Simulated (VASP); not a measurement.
# Sb (R-3m) in VASP: a series of runs

Aim: see how the results for Sb move with the level of theory and the settings. Levels: PBE-based global hybrid with 35 % exact exchange, B3LYP. Tasks: single point.

All numbers are computed with VASP 6.6.1; they aren't measurements. Logs are shortened: lines on timing, memory, paths and dates and some standing lists are left out, and cuts for length are marked.

## (1) The cell of the first run

Symmetry: R-3m, No. 166, trigonal system. The conventional cell has a = 4.308 Å, b = 4.308 Å, c = 11.274 Å, α = 90.00°, β = 90.00°, γ = 120.00°. Within 3.8 Å of Sb (site symmetry 3m) lie 6 Sb at 2.91 to 3.35 Å.

## (2) Single point, PBE-based global hybrid with 35 % exact exchange

File POSCAR:

```
Sb
1.0
    2.1542000000      1.2437279499      3.7580000000
   -2.1542000000      1.2437279499      3.7580000000
    0.0000000000     -2.4874558998      3.7580000000
Sb
2
Direct
    0.7665100000      0.7665100000      0.7665100000
    0.2334900000      0.2334900000      0.2334900000
```

File INCAR.step1:

```
SYSTEM = Sb
ALGO     = Normal         ! electronic algorithm
EDIFF    = 1E-5           ! SCF threshold, eV
ENCUT    = 400            ! plane-wave cutoff, eV
GGA      = PE             ! functional
GGA_COMPAT= .FALSE.      
ISIF     = 2              ! what is computed and relaxed
ISMEAR   = -1             ! smearing method
LASPH    = .TRUE.         ! aspherical terms in the spheres
LREAL    = .FALSE.        ! projectors in reciprocal space
LWAVE    = .TRUE.         ! write WAVECAR
NBANDS   = 22             ! bands
NELM     = 120            ! most SCF steps
PREC     = Accurate       ! precision mode
SIGMA    = 0.05           ! smearing width, eV
```

File INCAR.step2:

```
SYSTEM = Sb
AEXX     = 0.35           ! exact-exchange fraction
ALGO     = Normal         ! electronic algorithm
EDIFF    = 1E-6           ! SCF threshold, eV
ENCUT    = 400            ! plane-wave cutoff, eV
GGA      = PE             ! functional
GGA_COMPAT= .FALSE.      
ISIF     = 2              ! what is computed and relaxed
ISMEAR   = -1             ! smearing method
ISTART   = 1            
LASPH    = .TRUE.         ! aspherical terms in the spheres
LCHARG   = .TRUE.         ! write CHGCAR
LELF     = .TRUE.         ! ELF
LHFCALC  = .TRUE.         ! exact exchange
LREAL    = .FALSE.        ! projectors in reciprocal space
LVHAR    = .TRUE.       
LWAVE    = .FALSE.        ! write WAVECAR
NBANDS   = 22             ! bands
NELM     = 120            ! most SCF steps
PREC     = Accurate       ! precision mode
PRECFOCK = Normal       
SIGMA    = 0.05           ! smearing width, eV
```

File KPOINTS:

```
k-points
0
G
  4 4 4
  0 0 0
```

Potentials or basis: VASP PAW PBE potentials, release 64 (Sb_d_GW).

Started as:

```
$ cat potpaw_PBE.64/Sb_d_GW/POTCAR > POTCAR
$ cp INCAR.step1 INCAR
$ mpirun -np 1 vasp_std > vasp.out
$ cp INCAR.step2 INCAR
$ mpirun -np 1 vasp_std > vasp.out
```

OUTCAR:

```text
SYSTEM = Sb
   AEXX = 0.35
   EDIFF = 1E-6
   ENCUT = 400
   GGA = PE
   ISIF = 2
   ISMEAR = -1
   ISTART = 1
   LASPH = .TRUE.
   LHFCALC = .TRUE.
   LREAL = .FALSE.
   NELM = 120
   PREC = Accurate
   PRECFOCK = Normal

 ion  position               nearest neighbor table
   1  0.767  0.767  0.767-   2 2.91   2 2.91   2 2.91   2 3.35   2 3.35   2 3.35
   2  0.233  0.233  0.233-   1 2.91   1 2.91   1 2.91   1 3.35   1 3.35   1 3.35

  LATTYP: Found a trigonal (rhomboedric) cell.
 ALAT       =     4.5066618304
 COS(alpha) =     0.5430253624

  Lattice vectors:

 A1 = (   2.1542000000,   1.2437279499,   3.7580000000)
 A2 = (  -2.1542000000,   1.2437279499,   3.7580000000)
 A3 = (   0.0000000000,  -2.4874558998,   3.7580000000)

Analysis of symmetry for initial positions (statically):
=====================================================================
 Subroutine PRICEL returns:
 Original cell was already a primitive cell.

 Routine SETGRP: Setting up the symmetry group for a
 trigonal (rhombohedral) supercell.

 Subroutine GETGRP returns: Found 12 space group operations
 (whereof 12 operations were pure point group operations)
 out of a pool of 12 trial point group operations.

The static configuration has the point symmetry D_3d.

Analysis of symmetry for dynamics (positions and initial velocities):
=====================================================================
 Subroutine PRICEL returns:
 Original cell was already a primitive cell.

 Routine SETGRP: Setting up the symmetry group for a
 trigonal (rhombohedral) supercell.

 Subroutine GETGRP returns: Found 12 space group operations
 (whereof 12 operations were pure point group operations)
 out of a pool of 12 trial point group operations.

The dynamic configuration has the point symmetry D_3d.

 Subroutine INISYM returns: Found 12 space group operations
 (whereof 12 operations are pure point group operations),
 and found     1 'primitive' translations

----------------------------------------------------------------------------------------

                                     Primitive cell

  volume of cell :      60.4115

  direct lattice vectors                    reciprocal lattice vectors
     2.154200000  1.243727950  3.758000000     0.232104726  0.134005726  0.088699663
    -2.154200000  1.243727950  3.758000000    -0.232104726  0.134005726  0.088699663
     0.000000000 -2.487455900  3.758000000     0.000000000 -0.268011452  0.088699663

  length of vectors
     4.506661830  4.506661830  4.506661830     0.282307932  0.282307932  0.282307932

  position of ions in fractional coordinates (direct lattice)
     0.766510000  0.766510000  0.766510000
     0.233490000  0.233490000  0.233490000

  ion indices of the primitive-cell ions
   primitive index   ion index
                 1           1
                 2           2

----------------------------------------------------------------------------------------

 KPOINTS: k-points

Automatic generation of k-mesh.
 Grid dimensions read from file:
 generate k-points for:    4    4    4

 Generating k-lattice:

  Cartesian coordinates                     Fractional coordinates (reciprocal lattice)
     0.058026181  0.033501431  0.022174916     0.250000000  0.000000000  0.000000000
    -0.058026181  0.033501431  0.022174916     0.000000000  0.250000000  0.000000000
     0.000000000 -0.067002863  0.022174916     0.000000000  0.000000000  0.250000000

  Length of vectors
     0.070576983  0.070576983  0.070576983

  Shift w.r.t. Gamma in fractional coordinates (k-lattice)
     0.000000000  0.000000000  0.000000000

 Subroutine IBZKPT returns following result:
 ===========================================

 Found     13 irreducible k-points:

 Following reciprocal coordinates:
            Coordinates               Weight
  0.000000  0.000000  0.000000      1.000000
  0.250000 -0.000000  0.000000      6.000000
  0.500000 -0.000000  0.000000      3.000000
  0.250000  0.250000  0.000000      6.000000
  0.500000  0.250000 -0.000000     12.000000
 -0.250000  0.250000  0.000000      6.000000
  0.500000  0.500000  0.000000      3.000000
  0.250000  0.250000  0.250000      2.000000
  0.500000  0.250000  0.250000      6.000000
 -0.250000  0.250000  0.250000      6.000000
  0.500000  0.500000  0.250000      6.000000
 -0.250000  0.500000  0.250000      6.000000
  0.500000  0.500000  0.500000      1.000000
   k-points           NKPTS =     13   k-points in BZ     NKDIM =     64   number of bands    NBANDS=     22
   number of dos      NEDOS =    301   number of ions     NIONS =      2
   total plane-waves  NPLWV =  27000
   dimension x,y,z NGX =    30 NGY =   30 NGZ =   30
   dimension x,y,z NGXF=    60 NGYF=   60 NGZF=   60
   ions per type =               2
   NGX,Y,Z   is equivalent  to a cutoff of  11.07, 11.07, 11.07 a.u.
   NGXF,Y,Z  is equivalent  to a cutoff of  22.13, 22.13, 22.13 a.u.
 SYSTEM =  Sb
   PREC   = accura    normal or accurate (medium, high low for compatibility)
   ISTART =      1    job   : 0-new  1-cont  2-samecut
   ICHARG =      0    charge: 1-file 2-atom 10-const
   ISPIN  =      1    spin polarized calculation?
   LNONCOLLINEAR =      F non collinear calculations
   LSORBIT =      F    spin-orbit coupling
   LASPH  =      T    aspherical Exc in radial PAW
   ENCUT  =  400.0 eV  29.40 Ry    5.42 a.u.   7.35  7.35  7.35*2*pi/ulx,y,z
   NELM   =    120;   NELMIN=  2; NELMDL=  0     # of ELM steps
   EDIFF  = 0.1E-05   stopping-criterion for ELM
   LREAL  =      F    real-space projection
   EDIFFG = 0.1E-04   stopping-criterion for IOM
   NSW    =      0    number of steps for IOM
   IBRION =     -1    ionic relax: 0-MD 1-quasi-New 2-CG
   NFREE  =      0    steps in history (QN), initial steepest desc. (CG)
   ISIF   =      2    stress and relaxation
   ISYM   =      3    0-nonsym 1-usesym 2-fastsym
   POTIM  = 0.5000    time-step for ionic-motion
   TEBEG  =    0.0;   TEEND  =   0.0 temperature during run
   PSTRESS=    0.0 pullay stress
   NELECT =      30.0000    total number of electrons
   NUPDOWN=      -1.0000    fix difference up-down
   EMIN   =  10.00;   EMAX   =-10.00  energy-range for DOS
   EFERMI =   0.00;   METHOD = LEGACY
   ISMEAR =    -1;   SIGMA  =   0.05  broadening in eV -4-tet -1-fermi 0-gaus
   EFERMI_NEDOS =   21; number of points for ismear=-14 and -15
   IALGO  =     38    algorithm
   IMIX   =      1    mixing-type and parameters
     AMIX     =   0.40;   BMIX     =  1.00
     AMIX_MAG =   1.60;   BMIX_MAG =  1.00
  volume/ion in A,a.u.               =      30.21       203.84
  Fermi-wavevector in a.u.,A,eV,Ry     =   1.296409  2.449858 22.866996  1.680677
  Thomas-Fermi vector in A             =   2.427867
   LORBIT       =      0    0 simple, 1 ext, 2 COOP (PROOUT), +10 PAW based schemes
   GGA     = PE    functional components
   LHFCALC =     T    Hartree Fock is set to
   PRECFOCK=normal    Normal, Fast or Accurate (Low or Medium for compatibility)
   ENCUT4O =  -1.0   cutoff for four orbital integrals eV
   NKREDX  =     1    reduce k-point grid by
   NKREDY  =     1    reduce k-point grid by
   NKREDZ  =     1    reduce k-point grid by
   AEXX    =    0.3500 exact exchange contribution
   HFSCREEN=    0.0000 screening length (either q_TF or 0.3 A-1)
   HFSCREENC=   0.0000 screening length for correlation (either q_TF or 0.3 A-1)
   ENCUTFOCK=  -1.0 apply spherical cutoff to Coloumb kernel
   IVDW    =     0    specifies the selected vdW correction
   LEPSILON=     F    determine dielectric tensor
   LRPA    =     F    only Hartree local field effects (RPA)
 non-spin polarized calculation
  energy-cutoff  :      400.00
  volume of cell :       60.41
 maximum number of plane-waves:      1113
 NGX is ok and might be reduce to    30
  NGX = 24; NGY = 24; NGZ = 24

 number of electron      29.9999999 magnetization

 Free energy of the ion-electron system (eV)
  ---------------------------------------------------
  ext. energy  EPLUGINS =         0.00000000
  ---------------------------------------------------
  free energy    TOTEN  =       -12.15369099 eV

  energy without entropy =      -12.15369044  energy(sigma->0) =      -12.15369072

 E-fermi :   5.1434     XC(G=0):  -7.0166

 val. band max:        4.5832558705   @ k =   0.5000   0.5000   0.5000
 cond. band min:       5.7582068487   @ k =   0.5000  -0.0000   0.0000
 fundamental gap:      1.1749509782
 Fermi energy:         5.1433696786

 k-point     1 :       0.0000    0.0000    0.0000
  band No.  band energies     occupation
      1     -28.3874      2.00000
      2     -28.3874      2.00000
      3     -28.2905      2.00000
      4     -28.2905      2.00000
      5     -28.2476      2.00000
      6     -28.1606      2.00000
[... 14 lines left out ...]
     21      11.6800      0.00000
     22      13.0127      0.00000

 k-point     2 :       0.2500   -0.0000    0.0000
  band No.  band energies     occupation
      1     -28.3637      2.00000
      2     -28.3508      2.00000
      3     -28.2776      2.00000
      4     -28.2681      2.00000
      5     -28.2333      2.00000
      6     -28.1781      2.00000
[... 14 lines left out ...]
     21      12.5845      0.00000
     22      16.7778      0.00000

 k-point     3 :       0.5000   -0.0000    0.0000
  band No.  band energies     occupation
      1     -28.3339      2.00000
      2     -28.2870      2.00000
      3     -28.2556      2.00000
      4     -28.2321      2.00000
      5     -28.2253      2.00000
      6     -28.2132      2.00000
[... 14 lines left out ...]
     21      16.0250      0.00000
     22      16.1063      0.00000

 k-point     4 :       0.2500    0.2500    0.0000
  band No.  band energies     occupation
      1     -28.3840      2.00000
      2     -28.3266      2.00000
      3     -28.2849      2.00000
      4     -28.2613      2.00000
      5     -28.2288      2.00000
      6     -28.1846      2.00000
[... 14 lines left out ...]
     21      13.7216      0.00000
     22      15.0446      0.00000

 k-point     5 :       0.5000    0.2500   -0.0000
  band No.  band energies     occupation
      1     -28.3614      2.00000
      2     -28.2870      2.00000
      3     -28.2628      2.00000
      4     -28.2467      2.00000
      5     -28.2145      2.00000
      6     -28.2132      2.00000
[... 142 lines left out ...]
 k-point    11 :       0.5000    0.5000    0.2500
  band No.  band energies     occupation
      1     -28.3605      2.00000
      2     -28.3191      2.00000
      3     -28.2740      2.00000
      4     -28.2541      2.00000
      5     -28.2229      2.00000
      6     -28.1888      2.00000
[... 14 lines left out ...]
     21      15.6800      0.00000
     22      16.9236      0.00000

 k-point    12 :      -0.2500    0.5000    0.2500
  band No.  band energies     occupation
      1     -28.3591      2.00000
      2     -28.3005      2.00000
      3     -28.2575      2.00000
      4     -28.2545      2.00000
      5     -28.2139      2.00000
      6     -28.2070      2.00000
[... 14 lines left out ...]
     21      17.4057      0.00000
     22      17.4333      0.00000

 k-point    13 :       0.5000    0.5000    0.5000
  band No.  band energies     occupation
      1     -28.3359      2.00000
      2     -28.3359      2.00000
      3     -28.2696      2.00000
      4     -28.2696      2.00000
      5     -28.2244      2.00000
      6     -28.1747      2.00000
[... 14 lines left out ...]
     21      15.6619      0.00000
     22      15.9776      0.00000

------------------------ aborting loop because EDIFF is reached ----------------------------------------

  FORCE on cell =-STRESS in cart. coord.  units (eV):
  Direction    XX          YY          ZZ          XY          YZ          ZX
  --------------------------------------------------------------------------------------
  -------------------------------------------------------------------------------------
  Total       -0.1488288     -0.1488288     -0.3410884      0.0000000     -0.0000000      0.0000000
  in kB       -3.9470987     -3.9470987     -9.0460316      0.0000000     -0.0000000      0.0000000
  external PRESSURE =      -5.6467430 kB  Pullay stress =       0.0000000 kB

 VOLUME and BASIS-vectors are now :
 -----------------------------------------------------------------------------
  energy-cutoff  :      400.00
  volume of cell :       60.41
      direct lattice vectors                 reciprocal lattice vectors
     2.154200000  1.243727950  3.758000000     0.232104726  0.134005726  0.088699663
    -2.154200000  1.243727950  3.758000000    -0.232104726  0.134005726  0.088699663
     0.000000000 -2.487455900  3.758000000     0.000000000 -0.268011452  0.088699663

 POSITION                                       TOTAL-FORCE (eV/Angst)
 -----------------------------------------------------------------------------------
      0.00000      0.00000      8.64163         0.000000      0.000000      0.504475
      0.00000      0.00000      2.63237         0.000000     -0.000000     -0.504475
 -----------------------------------------------------------------------------------
    total drift:                               -0.000007     -0.000002      0.000004

  FREE ENERGIE OF THE ION-ELECTRON SYSTEM (eV)
  ---------------------------------------------------
  free  energy   TOTEN  =       -12.1536909948 eV

  energy  without entropy=      -12.1536904447  energy(sigma->0) =      -12.15369072
```

Run time: 20 min. Hardware: 1 thread of Intel Xeon Platinum 8488C (Sapphire Rapids), shared host; peak memory 0.19 GiB.

What came out:

```yaml
Free_energy: -12.1537 eV
Pressure: -0.6 GPa
Largest_force: 0.504 eV/Å
Band_gap_on_the_k_mesh: 1.17 eV (least direct gap 1.42 eV)
```

Forces on the atoms (eV/Å):
```
Sb   0.000  0.000  0.504
Sb   0.000  0.000 -0.504
```

Levels at points of the mesh, in eV from the valence-band top:
```tsv
k point	band 12	band 13	band 14	band 15	band 16	band 17	band 18	band 19
(0.00, 0.00, 0.00)	-5.16	-2.44	-2.10	-2.10	3.73	4.51	4.51	6.94
(0.50, 0.00, 0.00)	-11.15	-2.27	-2.13	-0.29	1.17	1.58	1.86	9.65
(0.50, 0.50, 0.00)	-9.13	-6.39	-4.44	-4.28	2.97	7.09	7.66	9.35
(0.50, 0.50, 0.50)	-10.44	-1.53	-1.53	0.00	1.42	1.42	2.33	9.08
```

Caveat: the k points lie up to 0.44 Å⁻¹ apart; the PAW data sets were made with another functional, which shifts forces and pressure a little; spin-orbit coupling is left out, which moves the levels of the heavy elements. A k mesh can miss the band edges.

## (3) Single point, B3LYP

POSCAR is that of step 2.

File INCAR.step1:

```
SYSTEM = Sb
  ALGO = Normal
  EDIFF = 1E-5
  ENCUT = 400
  GGA = PE
  GGA_COMPAT = .FALSE.
  ISIF = 2
  ISMEAR = -1
  LASPH = .TRUE.
  LCHARG = .FALSE.
  LREAL = .FALSE.
  LWAVE = .TRUE.
  NBANDS = 22
  NELM = 120
  PREC = Accurate
  SIGMA = 0.05
```

File INCAR.step2:

```
SYSTEM = Sb
  AEXX = 0.2
  AGGAC = 0.81
  AGGAX = 0.72
  ALDAC = 0.19
  ALGO = Normal
  EDIFF = 1E-6
  ENCUT = 400
  GGA = B3
  GGA_COMPAT = .FALSE.
  ISIF = 2
  ISMEAR = -1
  ISTART = 1
  LASPH = .TRUE.
  LCHARG = .FALSE.
  LHFCALC = .TRUE.
  LREAL = .FALSE.
  LWAVE = .FALSE.
  NBANDS = 22
  NELM = 120
  PREC = Accurate
  PRECFOCK = Normal
  SIGMA = 0.05
```

KPOINTS is that of step 2.

Potentials or basis: VASP PAW PBE potentials, release 64 (Sb_d_GW).

Started as:

```
$ cat potpaw_PBE.64/Sb_d_GW/POTCAR > POTCAR
$ cp INCAR.step1 INCAR
$ mpirun -np 1 vasp_std > vasp.out
$ cp INCAR.step2 INCAR
$ mpirun -np 1 vasp_std > vasp.out
```

Run time: 32 min. Hardware: 1 thread of Intel Xeon Platinum 8259CL at 2.50GHz (Skylake/Cascade Lake), shared host; peak memory 0.19 GiB.

Results (log left out):

* Free energy: -9.1419 eV
* Pressure: 4.3 GPa
* Largest force: 0.357 eV/Å
* Band gap on the k mesh: 0.81 eV (least direct gap 0.96 eV)

Forces in eV/Å, atoms in the order of the input:
```
Sb   0.000  0.000  0.357
Sb   0.000  0.000 -0.357
```

Stress tensor (GPa, compression positive):
```
4.56 0.00 0.00
0.00 4.56 0.00
0.00 0.00 3.90
```

Levels at points of the mesh, in eV from the valence-band top:
| k point | band 12 | band 13 | band 14 | band 15 | band 16 | band 17 | band 18 | band 19 |
| --- | --- | --- | --- | --- | --- | --- | --- | --- |
| (0.00, 0.00, 0.00) | -5.06 | -2.14 | -1.84 | -1.84 | 3.22 | 3.86 | 3.86 | 6.56 |
| (0.50, 0.00, 0.00) | -10.39 | -1.96 | -1.83 | -0.15 | 0.81 | 1.23 | 1.45 | 9.20 |
| (0.50, 0.50, 0.00) | -8.58 | -5.75 | -3.95 | -3.83 | 2.81 | 6.20 | 6.85 | 8.31 |
| (0.50, 0.50, 0.50) | -9.70 | -1.27 | -1.27 | 0.00 | 1.03 | 1.03 | 1.99 | 8.59 |

Caveat: the k points lie up to 0.44 Å⁻¹ apart; the PAW data sets were made with another functional, which shifts forces and pressure a little; spin-orbit coupling is left out, which moves the levels of the heavy elements.
